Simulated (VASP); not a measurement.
# Si3Sn (Pm-3m) in VASP: notebook

Si3Sn is run at these levels: PBE; tasks: single point, relaxation of cell and atoms.

Everything below comes from runs of VASP 6.6.1. Logs are shortened: lines on timing, memory, paths and dates and some standing lists are left out, and cuts for length are marked.

**1. The cell of the first run**

It takes space group Pm-3m (No. 221, cubic). Conventional cell: a = 4.204 Å, b = 4.204 Å, c = 4.204 Å, α = 90.00°, β = 90.00°, γ = 90.00°. Within 3.9 Å of Si (site symmetry 4/mmm) lie 8 Si at 2.97 Å and 4 Sn at 2.97 Å. Sn (site symmetry m-3m) has 12 Si at 2.97 Å within 3.9 Å.

The cell was built from a structure type or drawn by symmetry, and may not be a known phase.

**2. Single point, PBE**

Contents of INCAR:

```
SYSTEM = Si3Sn
  PREC = Accurate
  ENCUT = 520
  EDIFF = 1E-6
  ISMEAR = 0
  SIGMA = 0.1
  LREAL = .FALSE.
  LASPH = .TRUE.
  NELM = 60
  ALGO = Normal
  ISIF = 2
  LWAVE = .FALSE.
  LCHARG = .FALSE.
  GGA = PE
  NBANDS = 21
```

Contents of KPOINTS:

```
regular mesh
0
G
  12 12 12
  0 0 0
```

Contents of POSCAR:

```
Si3Sn
1.0
    4.2041335203      0.0000000000      0.0000000000
    0.0000000000      4.2041335203      0.0000000000
    0.0000000000      0.0000000000      4.2041335203
Si Sn
3 1
Direct
    0.5000000000      0.5000000000      0.0000000000
    0.5000000000      0.0000000000      0.5000000000
    0.0000000000      0.5000000000      0.5000000000
    0.0000000000      0.0000000000      0.0000000000
```

Potentials or basis: VASP PAW PBE potentials, release 64 (Si, Sn_d).

Run with:

```bash
> cat potpaw_PBE.64/Si/POTCAR potpaw_PBE.64/Sn_d/POTCAR > POTCAR
> mpirun -np 1 vasp_std > vasp.out
```

OUTCAR:

```text
SYSTEM = Si3Sn
   PREC = Accurate
   ENCUT = 520
   EDIFF = 1E-6
   ISMEAR = 0
   LREAL = .FALSE.
   LASPH = .TRUE.
   NELM = 60
   ISIF = 2
   GGA = PE

 ion  position               nearest neighbor table
   1  0.500  0.500  0.000-   2 2.97   3 2.97   4 2.97   2 2.97   3 2.97   2 2.97   4 2.97   2 2.97
                             3 2.97   4 2.97   3 2.97   4 2.97
   2  0.500  0.000  0.500-   1 2.97   3 2.97   4 2.97   1 2.97   4 2.97   1 2.97   3 2.97   1 2.97
                             3 2.97   4 2.97   4 2.97   3 2.97
   3  0.000  0.500  0.500-   1 2.97   2 2.97   4 2.97   1 2.97   4 2.97   2 2.97   4 2.97   4 2.97
                             1 2.97   2 2.97   1 2.97   2 2.97
   4  0.000  0.000  0.000-   1 2.97   2 2.97   3 2.97   2 2.97   3 2.97   1 2.97   3 2.97   3 2.97
                             1 2.97   2 2.97   2 2.97   1 2.97

  LATTYP: Found a simple cubic cell.
 ALAT       =     4.2041335203

  Lattice vectors:

 A1 = (   4.2041335203,   0.0000000000,   0.0000000000)
 A2 = (   0.0000000000,   4.2041335203,   0.0000000000)
 A3 = (   0.0000000000,   0.0000000000,   4.2041335203)

Analysis of symmetry for initial positions (statically):
=====================================================================
 Subroutine PRICEL returns:
 Original cell was already a primitive cell.

 Routine SETGRP: Setting up the symmetry group for a
 simple cubic supercell.

 Subroutine GETGRP returns: Found 48 space group operations
 (whereof 48 operations were pure point group operations)
 out of a pool of 48 trial point group operations.

The static configuration has the point symmetry O_h .

Analysis of symmetry for dynamics (positions and initial velocities):
=====================================================================
 Subroutine PRICEL returns:
 Original cell was already a primitive cell.

 Routine SETGRP: Setting up the symmetry group for a
 simple cubic supercell.

 Subroutine GETGRP returns: Found 48 space group operations
 (whereof 48 operations were pure point group operations)
 out of a pool of 48 trial point group operations.

The dynamic configuration has the point symmetry O_h .

 Subroutine INISYM returns: Found 48 space group operations
 (whereof 48 operations are pure point group operations),
 and found     1 'primitive' translations

----------------------------------------------------------------------------------------

                                     Primitive cell

[... 94 lines left out ...]
   EDIFF  = 0.1E-05   stopping-criterion for ELM
   LREAL  =      F    real-space projection
   EDIFFG = 0.1E-04   stopping-criterion for IOM
   NSW    =      0    number of steps for IOM
   IBRION =     -1    ionic relax: 0-MD 1-quasi-New 2-CG
   NFREE  =      0    steps in history (QN), initial steepest desc. (CG)
   ISIF   =      2    stress and relaxation
   ISYM   =      2    0-nonsym 1-usesym 2-fastsym
   POTIM  = 0.5000    time-step for ionic-motion
   TEBEG  =    0.0;   TEEND  =   0.0 temperature during run
   PSTRESS=    0.0 pullay stress
   NELECT =      26.0000    total number of electrons
   NUPDOWN=      -1.0000    fix difference up-down
   EMIN   =  10.00;   EMAX   =-10.00  energy-range for DOS
   EFERMI =   0.00;   METHOD = LEGACY
   ISMEAR =     0;   SIGMA  =   0.10  broadening in eV -4-tet -1-fermi 0-gaus
   EFERMI_NEDOS =   21; number of points for ismear=-14 and -15
   IALGO  =     38    algorithm
   IMIX   =      4    mixing-type and parameters
     AMIX     =   0.40;   BMIX     =  1.00
     AMIX_MAG =   1.60;   BMIX_MAG =  1.00
  volume/ion in A,a.u.               =      18.58       125.36
  Fermi-wavevector in a.u.,A,eV,Ry     =   1.153602  2.179992 18.106610  1.330798
  Thomas-Fermi vector in A             =   2.290245
   LORBIT       =      0    0 simple, 1 ext, 2 COOP (PROOUT), +10 PAW based schemes
   GGA     = PE    functional components
   LHFCALC =     F    Hartree Fock is set to
   AEXX    =    0.0000 exact exchange contribution
   IVDW    =     0    specifies the selected vdW correction
   LEPSILON=     F    determine dielectric tensor
   LRPA    =     F    only Hartree local field effects (RPA)
 non-spin polarized calculation
 Gauss-broadening in eV      SIGMA  =   0.10
  energy-cutoff  :      520.00
  volume of cell :       74.31
 maximum number of plane-waves:      2017
 NGX is ok and might be reduce to    32
   NGX = 15   NGY = 15   NGZ = 15

 number of electron      25.9999992 magnetization

 Free energy of the ion-electron system (eV)
  ---------------------------------------------------
  ext. energy  EPLUGINS =         0.00000000
  ---------------------------------------------------
  free energy    TOTEN  =       -17.60192814 eV

  energy without entropy =      -17.59287740  energy(sigma->0) =      -17.59740277

 E-fermi :   8.7611     XC(G=0): -10.7314

 val. band max:        8.7362131163   @ k =   0.3333   0.3333   0.0000
 cond. band min:       8.7798356811   @ k =   0.5000   0.0833   0.0833
 fundamental gap:      0.0436225648
 Fermi energy:         8.7610909242

 k-point     1 :       0.0000    0.0000    0.0000
  band No.  band energies     occupation
      1     -12.7781      2.00000
      2     -12.7781      2.00000
      3     -12.7630      2.00000
      4     -12.7630      2.00000
      5     -12.7630      2.00000
      6      -4.0598      2.00000
[... 565 lines left out ...]
     20      13.5217      0.00000
     21      16.4361      0.00000

 [... further k-points ...]

------------------------ aborting loop because EDIFF is reached ----------------------------------------

  FORCE on cell =-STRESS in cart. coord.  units (eV):
  Direction    XX          YY          ZZ          XY          YZ          ZX
  --------------------------------------------------------------------------------------
  -------------------------------------------------------------------------------------
  Total       -0.0482087     -0.0482087     -0.0482087     -0.0000000      0.0000000     -0.0000000
  in kB       -1.0394560     -1.0394560     -1.0394560     -0.0000000      0.0000000     -0.0000000
  external PRESSURE =      -1.0394560 kB  Pullay stress =       0.0000000 kB

 VOLUME and BASIS-vectors are now :
 -----------------------------------------------------------------------------
  energy-cutoff  :      520.00
  volume of cell :       74.31
      direct lattice vectors                 reciprocal lattice vectors
     4.204133520  0.000000000  0.000000000     0.237861142  0.000000000  0.000000000
     0.000000000  4.204133520  0.000000000     0.000000000  0.237861142  0.000000000
     0.000000000  0.000000000  4.204133520     0.000000000  0.000000000  0.237861142

 POSITION                                       TOTAL-FORCE (eV/Angst)
 -----------------------------------------------------------------------------------
      2.10207      2.10207      0.00000         0.000000      0.000000      0.000000
      2.10207      0.00000      2.10207         0.000000      0.000000      0.000000
      0.00000      2.10207      2.10207         0.000000      0.000000      0.000000
      0.00000      0.00000      0.00000         0.000000      0.000000      0.000000
 -----------------------------------------------------------------------------------
    total drift:                               -0.000000      0.000000     -0.000000

  FREE ENERGIE OF THE ION-ELECTRON SYSTEM (eV)
  ---------------------------------------------------
  free  energy   TOTEN  =       -17.6019281376 eV

  energy  without entropy=      -17.5928774028  energy(sigma->0) =      -17.59740277
```

Wall time 2 min (1 thread of Intel Xeon 8259CL, shared host); peak memory 0.25 GiB.

What came out:

- Free energy: -17.6019 eV
- Pressure: -0.1 GPa
- Band gap on the k mesh: zero (bands 13 and 14 overlap by 2.84 eV)

Levels at points of the mesh, in eV from the Fermi level:
| k point | band 10 | band 11 | band 12 | band 13 | band 14 | band 15 | band 16 | band 17 |
| --- | --- | --- | --- | --- | --- | --- | --- | --- |
| (0.00, 0.00, 0.00) | -4.49 | -4.49 | -4.14 | 2.02 | 2.02 | 2.02 | 3.13 | 3.13 |
| (0.50, 0.00, 0.00) | -2.44 | -2.44 | -2.36 | -2.36 | -0.81 | -0.79 | 4.25 | 4.25 |
| (0.50, 0.50, 0.00) | -0.57 | -0.48 | -0.48 | -0.47 | -0.40 | -0.40 | 0.03 | 0.27 |
| (0.50, 0.50, 0.50) | -5.86 | -5.86 | -5.86 | -5.59 | 6.03 | 6.03 | 6.03 | 6.43 |

Caveat: spin-orbit coupling is left out, which moves the levels of the heavy elements.

[end of part 1 of 2]
